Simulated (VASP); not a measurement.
## Hf11Si13: single point with PBE

The system is Hf11Si13.

```xyz
24
Lattice="7.7411 -0.0769 0.2104 -0.0769 7.9027 0.0117 0.2104 0.0117 7.8670" Properties=species:S:1:pos:R:3 pbc="T T T"
Si    4.3823   -0.1613    5.8066
Si    7.1744    2.3751    2.1387
Si    6.0432    7.3996    4.6204
Si    1.1259    4.2731    5.0036
Si    5.3427    7.7760    0.8172
Si    6.6171    5.0252    6.1424
Si    5.6189    2.9973    5.2351
Si    2.1992    1.5995    2.0328
Si    0.8343    3.2163    7.4273
Si    4.3378    5.0395    1.4173
Si    7.5944    1.3861    4.9473
Si    0.2971    1.0503    7.3551
Si    3.9983    4.1397    3.8827
Hf    3.3725    6.8890    3.4782
Hf    2.3821    1.9899    5.2181
Hf    7.0397    5.4388    0.6842
Hf    0.1909    7.6705    2.5112
Hf    1.9137    4.3471    2.5877
Hf    0.8173    6.9117    5.5180
Hf    6.7106    4.7691    3.6505
Hf    2.7005   -0.1016    0.1624
Hf    4.9237    1.6295    2.8764
Hf    3.5106    5.3062    6.2683
Hf    5.1093    2.7793    7.8292
```

* Program: VASP 6.6.1
* Task: single point
* Functional: PBE
* Potentials or basis: VASP PAW PBE potentials, release 64 (Si, Hf_pv)
* Cutoff: 400 eV
* k mesh: 1 × 1 × 1, shifted
* Occupations: fermi-dirac, width 0.1034 eV
* Spin: no spin polarisation
* Dipole correction: no
* Mended: yes
* Further INCAR settings: LREAL = Auto; ALGO = Normal; EDIFF = 1e-06; NBANDS = 99; ISYM = -1

* Pressure: -4.2 GPa
* Largest force: 3.033 eV/Å

Forces in eV/Å, atoms in the order of the input:
```
Si  -2.076  1.862  1.191
Si   1.756  0.936 -0.984
Si   1.408 -0.886 -1.644
Si  -0.382  0.576  1.419
Si   0.594 -0.260  0.667
Si  -0.422 -0.551  0.905
Si  -0.399 -0.749  0.969
Si   0.453  1.012  1.048
Si   0.453  1.908  0.078
Si   0.126  0.288 -0.038
Si  -1.096  0.246 -0.366
Si  -0.287 -1.774  0.046
Si   1.094 -0.164  0.466
Hf   0.005  0.111 -1.165
Hf   1.472 -0.775  0.083
Hf   0.034 -0.181  0.582
Hf  -0.463  0.214 -0.677
Hf  -1.131 -0.425 -2.430
Hf   0.526 -0.467  0.111
Hf  -0.822  1.014 -2.226
Hf   0.117 -0.483  0.127
Hf  -1.078  0.132  0.971
Hf  -0.062 -1.440  0.632
Hf   0.181 -0.144  0.235
```

Stress tensor (GPa, compression positive):
```
-6.98  1.61 -2.30
 1.61 -4.82  0.64
-2.30  0.64 -0.80
```

Levels at points of the mesh, in eV from the Fermi level:
```csv
k point,band 77,band 78,band 79,band 80,band 81,band 82,band 83,band 84,band 85,band 86
"(0.25, 0.25, 0.25)",-0.47,-0.37,-0.30,-0.25,-0.05,0.01,0.28,0.44,0.53,0.60
```

Wall time 84 s on 1 thread of Intel(R) Xeon(R) Platinum 8375C CPU @ 2.90GHz (Ice Lake) (shared host), peak memory 0.37 GiB.

Caveat: the atoms stand as in a frame of molecular dynamics; spin-orbit coupling is left out, which moves the levels of the heavy elements.
